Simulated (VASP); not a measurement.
# Si2Ni (P-3m1) in VASP: a series of runs

The runs below take Si2Ni through single point, with PBEsol.

Everything below comes from runs of VASP 6.6.1. Logs are shortened: lines on timing, memory, paths and dates and some standing lists are left out, and cuts for length are marked.

### Step 1. The cell of the first run

The structure is trigonal, space group P-3m1 (No. 164). The conventional cell has a = 3.812 Å, b = 3.812 Å, c = 9.038 Å, α = 90.00°, β = 90.00°, γ = 120.00°. Within 3.1 Å of Si (site symmetry 3m) lie 4 Ni at 2.33 Å and 6 Si at 2.70 Å. Within 2.7 Å of Si (site symmetry 3m) lie 4 Ni at 2.03 to 2.33 Å and 6 Si at 2.53 to 2.70 Å. Within 3.1 Å of Si (site symmetry 3m) lie 4 Ni at 2.33 Å and 6 Si at 2.70 Å. Ni (site symmetry -3m) has 8 Si at 2.33 Å within 3.1 Å. Within 2.7 Å of Ni (site symmetry 3m) lie 8 Si at 2.03 to 2.33 Å.

### Step 2. Single point, PBEsol

The input, INCAR:

```
SYSTEM = Si2Ni
ALGO = Normal
EDIFF = 1E-7
ENCUT = 520
GGA = PS
ISIF = 2
ISMEAR = 0
LASPH = .True.
LCHARG = .False.
LREAL = .False.
LWAVE = .False.
NBANDS = 37
NELM = 100
PREC = Accurate
SIGMA = 0.15
```

The input, KPOINTS:

```
k-points
0
Gamma
  14 14 5
  0 0 0
```

The input, POSCAR:

```
Si2Ni
1.0
    2.6957048483     -2.6957048483      0.0000000000
    2.6957048483      0.0000000000     -2.6957048483
    5.2182046157      5.2182046157      5.2182046157
Si Ni
6 3
Direct
    0.6666666667      0.6666666667      0.4305140808
    1.0000000000      0.0000000000      0.0861165921
    0.3333333333      0.3333333333      0.7749115696
    0.6666666667      0.6666666667      0.9471103140
    1.0000000000      0.0000000000      0.6027128252
    0.3333333333      0.3333333333      0.2583153364
    0.3333333333      0.3333333333      0.5166134530
    0.6666666667      0.6666666667      0.1722159643
    1.0000000000      0.0000000000      0.8610109418
```

Potentials or basis: VASP PAW PBE potentials, release 64 (Si, Ni).

Started as:

```sh
cat potpaw_PBE.64/Si/POTCAR potpaw_PBE.64/Ni/POTCAR > POTCAR
mpirun -np 1 vasp_std > vasp.out
```

OUTCAR:

```text
SYSTEM = Si2Ni
   EDIFF = 1E-7
   ENCUT = 520
   GGA = PS
   ISIF = 2
   ISMEAR = 0
   LASPH = .True.
   LREAL = .False.
   NELM = 100
   PREC = Accurate

 ion  position               nearest neighbor table
   1  0.667  0.667  0.431-   8 2.33   7 2.33   7 2.33   7 2.33   5 2.70   6 2.70   6 2.70   5 2.70
                             5 2.70   6 2.70
   2  0.000  0.000  0.086-   9 2.03   8 2.33   8 2.33   8 2.33   4 2.53   4 2.53   4 2.53   6 2.70
                             6 2.70   6 2.70
   3  0.333  0.333  0.775-   9 2.33   9 2.33   9 2.33   7 2.33   5 2.70   4 2.70   4 2.70   5 2.70
                             5 2.70   4 2.70
   4  0.667  0.667  0.947-   8 2.03   9 2.33   9 2.33   9 2.33   2 2.53   2 2.53   2 2.53   3 2.70
                             3 2.70   3 2.70
   5  0.000  0.000  0.603-   7 2.33   7 2.33   7 2.33   9 2.33   1 2.70   3 2.70   3 2.70   1 2.70
                             3 2.70   1 2.70
   6  0.333  0.333  0.258-   8 2.33   8 2.33   8 2.33   7 2.33   2 2.70   2 2.70   2 2.70   1 2.70
                             1 2.70   1 2.70
   7  0.333  0.333  0.517-   1 2.33   1 2.33   5 2.33   5 2.33   5 2.33   6 2.33   3 2.33   1 2.33

   8  0.667  0.667  0.172-   4 2.03   1 2.33   6 2.33   6 2.33   2 2.33   2 2.33   2 2.33   6 2.33

   9  0.000  0.000  0.861-   2 2.03   4 2.33   3 2.33   4 2.33   4 2.33   3 2.33   3 2.33   5 2.33

  LATTYP: Found a hexagonal cell.
 ALAT       =     3.8123023566
 C/A-ratio  =     2.3707971386

  Lattice vectors:

 A1 = (  -2.6957048483,   0.0000000000,   2.6957048483)
 A2 = (   2.6957048483,  -2.6957048483,   0.0000000000)
 A3 = (   5.2182046157,   5.2182046157,   5.2182046157)

Analysis of symmetry for initial positions (statically):
=====================================================================
 Subroutine PRICEL returns:
 Original cell was already a primitive cell.

 Routine SETGRP: Setting up the symmetry group for a
 hexagonal supercell.

 Subroutine GETGRP returns: Found 12 space group operations
 (whereof  6 operations were pure point group operations)
 out of a pool of 24 trial point group operations.

The static configuration has the point symmetry C_3v.
 The point group associated with its full space group is D_3d.

Analysis of symmetry for dynamics (positions and initial velocities):
=====================================================================
 Subroutine PRICEL returns:
 Original cell was already a primitive cell.

 Routine SETGRP: Setting up the symmetry group for a
 hexagonal supercell.

 Subroutine GETGRP returns: Found 12 space group operations
 (whereof  6 operations were pure point group operations)
 out of a pool of 24 trial point group operations.

The dynamic configuration has the point symmetry C_3v.
 The point group associated with its full space group is D_3d.

 Subroutine INISYM returns: Found 12 space group operations
 (whereof  6 operations are pure point group operations),
 and found     1 'primitive' translations

----------------------------------------------------------------------------------------

                                     Primitive cell

  volume of cell :     113.7593

  direct lattice vectors                    reciprocal lattice vectors
     2.695704848 -2.695704848  0.000000000     0.123653498 -0.247306995  0.123653498
     2.695704848  0.000000000 -2.695704848     0.123653498  0.123653498 -0.247306995
     5.218204616  5.218204616  5.218204616     0.063878931  0.063878931  0.063878931

  length of vectors
     3.812302357  3.812302357  9.038195519     0.302887974  0.302887974  0.110641554

  position of ions in fractional coordinates (direct lattice)
     0.666666667  0.666666667  0.430514081
     0.000000000  0.000000000  0.086116592
     0.333333333  0.333333333  0.774911570
     0.666666667  0.666666667  0.947110314
     0.000000000  0.000000000  0.602712825
     0.333333333  0.333333333  0.258315336
     0.333333333  0.333333333  0.516613453
     0.666666667  0.666666667  0.172215964
     0.000000000  0.000000000  0.861010942

  ion indices of the primitive-cell ions
   primitive index   ion index
                 1           1
                 2           2
                 3           3
                 4           4
                 5           5
                 6           6
                 7           7
                 8           8
                 9           9

----------------------------------------------------------------------------------------

 KPOINTS: k-points

Automatic generation of k-mesh.
 Grid dimensions read from file:
 generate k-points for:   14   14    5

 Generating k-lattice:

  Cartesian coordinates                     Fractional coordinates (reciprocal lattice)
     0.008832393 -0.017664785  0.008832393     0.071428571  0.000000000  0.000000000
     0.008832393  0.008832393 -0.017664785     0.000000000  0.071428571  0.000000000
     0.012775786  0.012775786  0.012775786     0.000000000  0.000000000  0.200000000

  Length of vectors
     0.021634855  0.021634855  0.022128311

  Shift w.r.t. Gamma in fractional coordinates (k-lattice)
     0.000000000  0.000000000  0.000000000

 Subroutine IBZKPT returns following result:
 ===========================================

 Found    104 irreducible k-points:

 Following reciprocal coordinates:
            Coordinates               Weight
  0.000000  0.000000  0.000000      1.000000
  0.071429  0.000000  0.000000      6.000000
  0.142857  0.000000  0.000000      6.000000
  0.214286  0.000000  0.000000      6.000000
  0.285714  0.000000  0.000000      6.000000
  0.357143  0.000000  0.000000      6.000000
[... 16 lines left out ...]
 -0.428571  0.285714  0.000000      6.000000
 -0.357143  0.285714 -0.000000      6.000000
 [... further k-points ...]
   k-points           NKPTS =    104   k-points in BZ     NKDIM =    104   number of bands    NBANDS=     37
   number of dos      NEDOS =    301   number of ions     NIONS =      9
   total plane-waves  NPLWV =  54880
   dimension x,y,z NGX =    28 NGY =   28 NGZ =   70
   dimension x,y,z NGXF=    56 NGYF=   56 NGZF=  140
   ions per type =               6   3
   NGX,Y,Z   is equivalent  to a cutoff of  12.21, 12.21, 12.88 a.u.
   NGXF,Y,Z  is equivalent  to a cutoff of  24.42, 24.42, 25.75 a.u.
 SYSTEM =  Si2Ni
   PREC   = accura    normal or accurate (medium, high low for compatibility)
   ISTART =      0    job   : 0-new  1-cont  2-samecut
   ICHARG =      2    charge: 1-file 2-atom 10-const
   ISPIN  =      1    spin polarized calculation?
   LNONCOLLINEAR =      F non collinear calculations
   LSORBIT =      F    spin-orbit coupling
   LASPH  =      T    aspherical Exc in radial PAW
   ENCUT  =  520.0 eV  38.22 Ry    6.18 a.u.   7.09  7.09 16.81*2*pi/ulx,y,z
   NELM   =    100;   NELMIN=  2; NELMDL= -5     # of ELM steps
   EDIFF  = 0.1E-06   stopping-criterion for ELM
   LREAL  =      F    real-space projection
   EDIFFG = 0.1E-05   stopping-criterion for IOM
   NSW    =      0    number of steps for IOM
   IBRION =     -1    ionic relax: 0-MD 1-quasi-New 2-CG
   NFREE  =      0    steps in history (QN), initial steepest desc. (CG)
   ISIF   =      2    stress and relaxation
   ISYM   =      2    0-nonsym 1-usesym 2-fastsym
   POTIM  = 0.5000    time-step for ionic-motion
   TEBEG  =    0.0;   TEEND  =   0.0 temperature during run
   PSTRESS=    0.0 pullay stress
   NELECT =      54.0000    total number of electrons
   NUPDOWN=      -1.0000    fix difference up-down
   EMIN   =  10.00;   EMAX   =-10.00  energy-range for DOS
   EFERMI =   0.00;   METHOD = LEGACY
   ISMEAR =     0;   SIGMA  =   0.15  broadening in eV -4-tet -1-fermi 0-gaus
   EFERMI_NEDOS =   21; number of points for ismear=-14 and -15
   IALGO  =     38    algorithm
   IMIX   =      4    mixing-type and parameters
     AMIX     =   0.40;   BMIX     =  1.00
     AMIX_MAG =   1.60;   BMIX_MAG =  1.00
  volume/ion in A,a.u.               =      12.64        85.30
  Fermi-wavevector in a.u.,A,eV,Ry     =   1.277057  2.413288 22.189408  1.630876
  Thomas-Fermi vector in A             =   2.409678
   LORBIT       =      0    0 simple, 1 ext, 2 COOP (PROOUT), +10 PAW based schemes
   GGA     = PS    functional components
   LHFCALC =     F    Hartree Fock is set to
   AEXX    =    0.0000 exact exchange contribution
   IVDW    =     0    specifies the selected vdW correction
   LEPSILON=     F    determine dielectric tensor
   LRPA    =     F    only Hartree local field effects (RPA)
 non-spin polarized calculation
 Gauss-broadening in eV      SIGMA  =   0.15
  energy-cutoff  :      520.00
  volume of cell :      113.76
 maximum number of plane-waves:      3085
   NGX = 15   NGY = 15   NGZ = 33

 number of electron      53.9999995 magnetization

 Free energy of the ion-electron system (eV)
  ---------------------------------------------------
  ext. energy  EPLUGINS =         0.00000000
  ---------------------------------------------------
  free energy    TOTEN  =       -56.13771029 eV

  energy without entropy =      -56.10853954  energy(sigma->0) =      -56.12312491

 E-fermi :  10.9927     XC(G=0): -11.8779

 val. band max:       10.9900878522   @ k =   0.0714   0.0000   0.4000
 cond. band min:      10.9954108023   @ k =   0.0000   0.0000   0.0000
 fundamental gap:      0.0053229501
 Fermi energy:        10.9927011944

 k-point     1 :       0.0000    0.0000    0.0000
  band No.  band energies     occupation
      1      -3.3865      2.00000
      2      -1.6477      2.00000
      3      -1.3335      2.00000
      4       2.8503      2.00000
      5       2.9908      2.00000
      6       5.2835      2.00000
[... 29 lines left out ...]
     36      13.2460      0.00000
     37      13.3103      0.00000

 k-point     2 :       0.0714    0.0000    0.0000
  band No.  band energies     occupation
      1      -3.3192      2.00000
      2      -1.5831      2.00000
      3      -1.2684      2.00000
      4       2.8780      2.00000
      5       3.0150      2.00000
      6       5.1573      2.00000
[... 872 lines left out ...]
 k-point    24 :      -0.3571    0.2857   -0.0000
  band No.  band energies     occupation
      1       0.3102      2.00000
      2       0.5565      2.00000
      3       1.2299      2.00000
      4       1.5754      2.00000
      5       1.8540      2.00000
      6       1.9062      2.00000
[... 29 lines left out ...]
     36      16.2814      0.00000
     37      16.5968      0.00000

 [... further k-points ...]

------------------------ aborting loop because EDIFF is reached ----------------------------------------

  FORCE on cell =-STRESS in cart. coord.  units (eV):
  Direction    XX          YY          ZZ          XY          YZ          ZX
  --------------------------------------------------------------------------------------
  -------------------------------------------------------------------------------------
  Total        6.1439250      6.1439250      6.1439250      4.4133508      4.4133508      4.4133508
  in kB       86.5305468     86.5305468     86.5305468     62.1572789     62.1572789     62.1572789
  external PRESSURE =      86.5305468 kB  Pullay stress =       0.0000000 kB

 VOLUME and BASIS-vectors are now :
 -----------------------------------------------------------------------------
  energy-cutoff  :      520.00
  volume of cell :      113.76
      direct lattice vectors                 reciprocal lattice vectors
     2.695704848 -2.695704848  0.000000000     0.123653498 -0.247306995  0.123653498
     2.695704848  0.000000000 -2.695704848     0.123653498  0.123653498 -0.247306995
     5.218204616  5.218204616  5.218204616     0.063878931  0.063878931  0.063878931

 POSITION                                       TOTAL-FORCE (eV/Angst)
 -----------------------------------------------------------------------------------
      5.84078      0.44937      0.44937         0.125534      0.125534      0.125534
      0.44937      0.44937      0.44937         1.994527      1.994527      1.994527
      5.84078      3.14508      3.14508        -0.210470     -0.210470     -0.210470
      8.53649      3.14508      3.14508        -1.994527     -1.994527     -1.994527
      3.14508      3.14508      3.14508        -0.125534     -0.125534     -0.125534
      3.14508      0.44937      0.44937         0.210470      0.210470      0.210470
      4.49293      1.79723      1.79723         0.000000     -0.000000     -0.000000
      4.49293     -0.89848     -0.89848         1.634999      1.634999      1.634999
      4.49293      4.49293      4.49293        -1.634999     -1.634999     -1.634999
 -----------------------------------------------------------------------------------
    total drift:                                0.000159      0.000159      0.000159

  FREE ENERGIE OF THE ION-ELECTRON SYSTEM (eV)
  ---------------------------------------------------
  free  energy   TOTEN  =       -56.1377102851 eV

  energy  without entropy=      -56.1085395389  energy(sigma->0) =      -56.12312491
```

Run time: 8.6 min. Hardware: 1 thread of Intel Xeon 6975P-C, shared host; peak memory 0.46 GiB.

Results:

```
Free energy            : -56.1377 eV
Pressure               : 8.7 GPa
Largest force          : 3.455 eV/Å
Band gap on the k mesh : zero (band 27 reaches 12.42 eV, above the bottom of band 28 at 10.56 eV)
```

Forces on the atoms (eV/Å):
```
Si   0.126  0.126  0.126
Si   1.995  1.995  1.995
Si  -0.210 -0.210 -0.210
Si  -1.995 -1.995 -1.995
Si  -0.126 -0.126 -0.126
Si   0.210  0.210  0.210
Ni   0.000  0.000  0.000
Ni   1.635  1.635  1.635
Ni  -1.635 -1.635 -1.635
```

Caveat: the PAW data sets were made with another functional, which shifts forces and pressure a little.

(Continued in part 2 of 2.)
